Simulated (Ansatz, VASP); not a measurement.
## MgS in VASP and in Ansatz

Contents of POSCAR:

```
MgS
1.0
    0.0000000000      2.8874943781      2.8874943781
    2.8874943781      0.0000000000      2.8874943781
    2.8874943781      2.8874943781      0.0000000000
Mg S
1 1
Direct
    0.0000000000      0.0000000000      0.0000000000
    0.2500000000      0.2500000000      0.2500000000
```

INCAR.step1

```
ALGO     = Normal         # electronic algorithm
EDIFF    = 1E-5           # SCF threshold, eV
ENCUT    = 750            # plane-wave cutoff, eV
GGA      = PE             # functional
GGA_COMPAT= False        
ISMEAR   = 0              # smearing method
LASPH    = True           # aspherical terms in the spheres
LCHARG   = False          # write CHGCAR
LREAL    = False          # projectors in reciprocal space
LWAVE    = True           # write WAVECAR
NBANDS   = 15             # bands
NELM     = 120            # most SCF steps
PREC     = Accurate       # precision mode
SIGMA    = 0.01           # smearing width, eV
```

File INCAR.step2:

```
ALGO     = Normal         # electronic algorithm
EDIFF    = 1E-6           # SCF threshold, eV
ENCUT    = 750            # plane-wave cutoff, eV
GGA_COMPAT= False        
ISIF     = 2              # what is computed and relaxed
ISMEAR   = 0              # smearing method
ISTART   = 1            
LASPH    = True           # aspherical terms in the spheres
LCHARG   = False          # write CHGCAR
LMIXTAU  = True         
LREAL    = False          # projectors in reciprocal space
LWAVE    = False          # write WAVECAR
METAGGA  = R2SCAN         # meta-GGA
NBANDS   = 15             # bands
NELM     = 120            # most SCF steps
PREC     = Accurate       # precision mode
SIGMA    = 0.01           # smearing width, eV
```

Contents of KPOINTS:

```
k-points
0
Gamma
  8 8 8
```

Input for Ansatz:

```yaml
crystal:
  lattice:
    - [0.0, 2.8874943781, 2.8874943781]
    - [2.8874943781, 0.0, 2.8874943781]
    - [2.8874943781, 2.8874943781, 0.0]
  atoms:
    - { symbol: Mg, position: [0.0, 0.0, 0.0] }
    - { symbol: S, position: [0.25, 0.25, 0.25] }
kpoints:
  mp_grid: { grid: [8, 8, 8] }
  band_path:
    path:
      - [0.0, 0.0, 0.0]
      - [-0.5, -0.5, 0.0]
      - [-0.375, -0.375, 0.25]
      - [-0.375, 0.0, 0.375]
      - [0.0, 0.0, 0.5]
      - [-0.5, -0.25, 0.25]
    npoints: 1
hamiltonian:
  xc: r2scan
scf:
  occupations: { method: fixed }
  n_extra_bands: 4
output:
  forces: true
  stress: true
  eigenvalues: true
  write_density: true
  write_potential: true
  elf: true
  volumetric_format: npy
```

Change from the starting cell: hydrostatic strain +2.0%.

Alike in both runs: task single point; functional r2SCAN; k mesh 8 × 8 × 8; no spin polarisation.

|  | VASP | Ansatz |
| --- | --- | --- |
| version | VASP 6.6.1 | Ansatz 0.2.0 |
| potentials or method | VASP PAW PBE potentials, release 64 (Mg_sv, S) | plane waves, PAW |
| plane-wave cutoff (eV) | 750 | 500 |
| occupations | gaussian, width 0.01 eV | fixed |
| valence electrons in the cell | 16 | 16 |

Ansatz gave:

- gap on the k mesh at the Fermi level (eV): 3.83
- pressure (GPa): -3.2

Q: Which values does VASP return?

A: gap on the k mesh at the Fermi level (eV): 3.84; pressure (GPa): -3.3.

VASP's potentials were made for PBE, not for r2SCAN.
